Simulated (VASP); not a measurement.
# Sn2TeS (P6_3mc) in VASP: further runs, part 2 of 3

VASP 6.6.1. The steps go on from the part before.

## Step 3: Relaxation of shape and atoms at fixed volume, PBE (27.81 Å³/atom)

This run uses another cell than the first one, of 27.81 Å³/atom.

The input, INCAR:

```
SYSTEM = Sn2TeS
PREC     = Accurate       ! precision mode
ENCUT    = 500            ! plane-wave cutoff, eV
EDIFF    = 1E-7           ! SCF threshold, eV
ISMEAR   = 0              ! smearing method
SIGMA    = 0.01           ! smearing width, eV
LREAL    = .False.        ! projectors in reciprocal space
LASPH    = .True.         ! aspherical terms in the spheres
NELM     = 120            ! most SCF steps
ALGO     = Normal         ! electronic algorithm
ISIF     = 4              ! what is computed and relaxed
LWAVE    = .False.        ! write WAVECAR
LCHARG   = .False.        ! write CHGCAR
GGA      = PE             ! functional
IBRION   = 2              ! ionic algorithm
NSW      = 50             ! ionic steps
EDIFFG   = -0.01          ! ionic threshold
GGA_COMPAT= .False.      
NELMIN   = 4
```

The input, KPOINTS:

```
Automatic mesh
0
Gamma
  12 12 4
  0 0 0
```

The input, POSCAR:

```
Sn2TeS
1.0
    4.1582248842      0.0000000000      0.0000000000
   -2.0791124421      3.6011283844      0.0000000000
    0.0000000000      0.0000000000     14.8558082617
Sn Te S
4 2 2
Direct
    0.3333333333      0.6666666667      0.6234898498
    0.6666666667      0.3333333333      0.1234898498
    0.6666666667      0.3333333333      0.3549837881
    0.3333333333      0.6666666667      0.8549837881
    0.0000000000      0.0000000000      0.0056762789
    0.0000000000      0.0000000000      0.5056762789
    0.3333333333      0.6666666667      0.2658534791
    0.6666666667      0.3333333333      0.7658534791
```

Potentials or basis: VASP PAW PBE potentials, release 64 (Sn_d, Te, S).

Run with:

```bash
$ cat potpaw_PBE.64/Sn_d/POTCAR potpaw_PBE.64/Te/POTCAR potpaw_PBE.64/S/POTCAR > POTCAR
$ mpirun -np 1 vasp_std > vasp.out
```

OUTCAR:

```text
SYSTEM = Sn2TeS
   PREC = Accurate
   ENCUT = 500
   EDIFF = 1E-7
   ISMEAR = 0
   LREAL = .False.
   LASPH = .True.
   NELM = 120
   ISIF = 4
   GGA = PE
   IBRION = 2
   NSW = 50
   EDIFFG = -0.01
   NELMIN = 4

 ion  position               nearest neighbor table
   1  0.333  0.667  0.623-   6 2.97   6 2.97   6 2.97   8 3.20   8 3.20   8 3.20   4 3.44
   2  0.667  0.333  0.123-   5 2.97   5 2.97   5 2.97   7 3.20   7 3.20   7 3.20   3 3.44
   3  0.667  0.333  0.355-   7 2.74   7 2.74   7 2.74   6 3.28   6 3.28   6 3.28   2 3.44
   4  0.333  0.667  0.855-   8 2.74   8 2.74   8 2.74   5 3.28   5 3.28   5 3.28   1 3.44
   5  0.000  0.000  0.006-   2 2.97   2 2.97   2 2.97   4 3.28   4 3.28   4 3.28
   6  0.000  0.000  0.506-   1 2.97   1 2.97   1 2.97   3 3.28   3 3.28   3 3.28
   7  0.333  0.667  0.266-   3 2.74   3 2.74   3 2.74   2 3.20   2 3.20   2 3.20
   8  0.667  0.333  0.766-   4 2.74   4 2.74   4 2.74   1 3.20   1 3.20   1 3.20

  LATTYP: Found a hexagonal cell.
 ALAT       =     4.1582248842
 C/A-ratio  =     3.5726322350

  Lattice vectors:

 A1 = (   4.1582248842,   0.0000000000,   0.0000000000)
 A2 = (  -2.0791124421,   3.6011283844,   0.0000000000)
 A3 = (   0.0000000000,   0.0000000000,  14.8558082617)

Analysis of symmetry for initial positions (statically):
=====================================================================
 Subroutine PRICEL returns:
 Original cell was already a primitive cell.

 Routine SETGRP: Setting up the symmetry group for a
 hexagonal supercell.

 Subroutine GETGRP returns: Found 12 space group operations
 (whereof  6 operations were pure point group operations)
 out of a pool of 24 trial point group operations.

The static configuration has the point symmetry C_3v.
 The point group associated with its full space group is C_6v.

Analysis of symmetry for dynamics (positions and initial velocities):
=====================================================================
 Subroutine PRICEL returns:
 Original cell was already a primitive cell.

 Routine SETGRP: Setting up the symmetry group for a
[... 147 lines left out ...]
   IVDW    =     0    specifies the selected vdW correction
   LEPSILON=     F    determine dielectric tensor
   LRPA    =     F    only Hartree local field effects (RPA)
 conjugate gradient relaxation of ions
 non-spin polarized calculation
 Gauss-broadening in eV      SIGMA  =   0.01
  energy-cutoff  :      500.00
  volume of cell :      222.46
 maximum number of plane-waves:      5689
   NGX = 15   NGY = 15   NGZ = 55

--------------------------------------- Ionic step        1  -------------------------------------------

 number of electron      80.0000037 magnetization

 Free energy of the ion-electron system (eV)
  ---------------------------------------------------
  ext. energy  EPLUGINS =         0.00000000
  ---------------------------------------------------
  free energy    TOTEN  =       -32.09304627 eV

  energy without entropy =      -32.09293866  energy(sigma->0) =      -32.09299246

------------------------ aborting loop because EDIFF is reached ----------------------------------------

  FORCE on cell =-STRESS in cart. coord.  units (eV):
  Direction    XX          YY          ZZ          XY          YZ          ZX
  --------------------------------------------------------------------------------------
  -------------------------------------------------------------------------------------
  Total        5.2429722      5.2429722      5.2173235      0.0000000      0.0000000     -0.0000000
  in kB       37.7611555     37.7611555     37.5764274      0.0000000      0.0000000     -0.0000000
  external PRESSURE =      37.6995795 kB  Pullay stress =       0.0000000 kB
[... 281 lines left out ...]
--------------------------------------- Ionic step        8  -------------------------------------------

 number of electron      80.0000024 magnetization

 Free energy of the ion-electron system (eV)
  ---------------------------------------------------
  ext. energy  EPLUGINS =         0.00000000
  ---------------------------------------------------
  free energy    TOTEN  =       -32.10613471 eV

  energy without entropy =      -32.10602461  energy(sigma->0) =      -32.10607966

 E-fermi :   6.9043     XC(G=0):  -9.6177

 val. band max:        6.8981546895   @ k =   0.4167   0.0000   0.0000
 cond. band min:       7.0707379638   @ k =   0.0833   0.0000   0.0000
 fundamental gap:      0.1725832744
 Fermi energy:         6.9042706199

 k-point     1 :       0.0000    0.0000    0.0000
  band No.  band energies     occupation
      1     -15.0209      2.00000
      2     -15.0193      2.00000
      3     -15.0042      2.00000
      4     -15.0042      2.00000
      5     -15.0036      2.00000
      6     -15.0036      2.00000
[... 1213 lines left out ...]
     47       9.7770      0.00000
     48       9.9718      0.00000

 [... further k-points ...]

------------------------ aborting loop because EDIFF is reached ----------------------------------------

  FORCE on cell =-STRESS in cart. coord.  units (eV):
  Direction    XX          YY          ZZ          XY          YZ          ZX
  --------------------------------------------------------------------------------------
  -------------------------------------------------------------------------------------
  Total        4.5283056      4.5283056      4.5493311      0.0000000      0.0000000     -0.0000000
  in kB       32.6139535     32.6139535     32.7653845      0.0000000      0.0000000     -0.0000000
  external PRESSURE =      32.6644305 kB  Pullay stress =       0.0000000 kB
[... 23 lines left out ...]
  FREE ENERGIE OF THE ION-ELECTRON SYSTEM (eV)
  ---------------------------------------------------
  free  energy   TOTEN  =       -32.1061347148 eV

  energy  without entropy=      -32.1060246097  energy(sigma->0) =      -32.10607966

 reached required accuracy - stopping structural energy minimisation
```

OSZICAR:

```text
N       E                     dE             d eps       ncg     rms          rms(c)
DAV:   1     0.845236469455E+03    0.84524E+03   -0.35688E+04  5864   0.204E+03
DAV:   2     0.110580027876E+03   -0.73466E+03   -0.71497E+03  5472   0.599E+02
[... 80 lines left out ...]
DAV:   2    -0.321065979021E+02   -0.89356E-03   -0.17625E-02  8440   0.991E-01    0.131E-01
DAV:   3    -0.321062810832E+02    0.31682E-03   -0.44581E-04  7736   0.163E-01    0.842E-02
DAV:   4    -0.321061279232E+02    0.15316E-03   -0.28413E-04  8160   0.149E-01    0.150E-02
DAV:   5    -0.321061346348E+02   -0.67117E-05   -0.10576E-04  5904   0.758E-02    0.134E-02
DAV:   6    -0.321061347871E+02   -0.15225E-06   -0.48133E-06  7640   0.176E-02    0.113E-02
DAV:   7    -0.321061346765E+02    0.11063E-06   -0.73881E-07  5160   0.554E-03    0.520E-03
DAV:   8    -0.321061347148E+02   -0.38388E-07   -0.42583E-07  5296   0.394E-03
   8 F= -.32106135E+02 E0= -.32106080E+02  d E =-.658130E-03
```

CONTCAR:

```text
Sn2TeS
   1.00000000000000
     4.1722701696854099    0.0000000000000000    0.0000000000000000
    -2.0861350848427049    3.6132919584691390    0.0000000000000000
    -0.0000000000000000    0.0000000000000000   14.7559571688537527
  Sn              Te              S
     4     2     2
Direct
     0.3333333332999970    0.6666666667000030    0.6259133173137459
     0.6666666667000030    0.3333333332999970    0.1259133173137459
     0.6666666667000030    0.3333333332999970    0.3568055637598757
     0.3333333332999970    0.6666666667000030    0.8568055637598756
     0.0000000000000000    0.0000000000000000    0.0042979612736883
     0.0000000000000000    0.0000000000000000    0.5042979612736883
     0.3333333332999970    0.6666666667000030    0.2629865535526923
     0.6666666667000030    0.3333333332999970    0.7629865535526922

  0.00000000E+00  0.00000000E+00  0.00000000E+00
  0.00000000E+00  0.00000000E+00  0.00000000E+00
  0.00000000E+00  0.00000000E+00  0.00000000E+00
  0.00000000E+00  0.00000000E+00  0.00000000E+00
  0.00000000E+00  0.00000000E+00  0.00000000E+00
  0.00000000E+00  0.00000000E+00  0.00000000E+00
  0.00000000E+00  0.00000000E+00  0.00000000E+00
  0.00000000E+00  0.00000000E+00  0.00000000E+00
```

Run time: 60 min. Hardware: 1 thread of Oxide Virtual Turin-like, shared host; peak memory 0.61 GiB.

Results:

| Property | Result |
| --- | --- |
| Free energy | -32.1061 eV |
| Energy gained by relaxing | 1.6 meV/atom |
| Ionic steps | 8 |
| Pressure after relaxing | 3.3 GPa |
| Band gap on the k mesh | zero (bands 40 and 41 overlap by 0.25 eV) |

Forces in eV/Å, atoms in the order of the input:
```
Sn   0.000  0.000  0.002
Sn   0.000  0.000  0.002
Sn   0.000  0.000  0.002
Sn   0.000  0.000  0.002
Te   0.000  0.000 -0.001
Te   0.000  0.000 -0.001
S    0.000  0.000 -0.003
S    0.000  0.000 -0.003
```

The path:
```csv
step,energy change (eV),largest force (eV/Å),pressure (GPa),volume (Å³)
1,0.0000,0.1395,3.77,222.46
2,-0.0045,0.0896,3.66,222.46
3,-0.0096,0.0813,3.36,222.46
4,-0.0117,0.0464,3.32,222.46
5,-0.0124,0.0415,3.27,222.46
6,-0.0124,0.0348,3.27,222.46
7,-0.0129,0.0197,3.28,222.46
8,-0.0131,0.0027,3.27,222.46
```

Final structure:
```
Sn Te S
1.0
     4.17227    0.00000    0.00000
    -2.08614    3.61329    0.00000
     0.00000    0.00000   14.75596
Sn Te S
4 2 2
Cartesian
  0.0000 2.4089 9.2359
  2.0861 1.2044 1.8580
  2.0861 1.2044 5.2650
  0.0000 2.4089 12.6430
  0.0000 0.0000 0.0634
  0.0000 0.0000 7.4414
  0.0000 2.4089 3.8806
  2.0861 1.2044 11.2586
```

Caveat: semilocal functionals underestimate gaps, and a narrow one can read as zero; spin-orbit coupling is left out, which moves the levels of the heavy elements.

(Part 2 of 3 ends here.)

The gap in the log of VASP goes by the Fermi energy; the results here count the filled bands.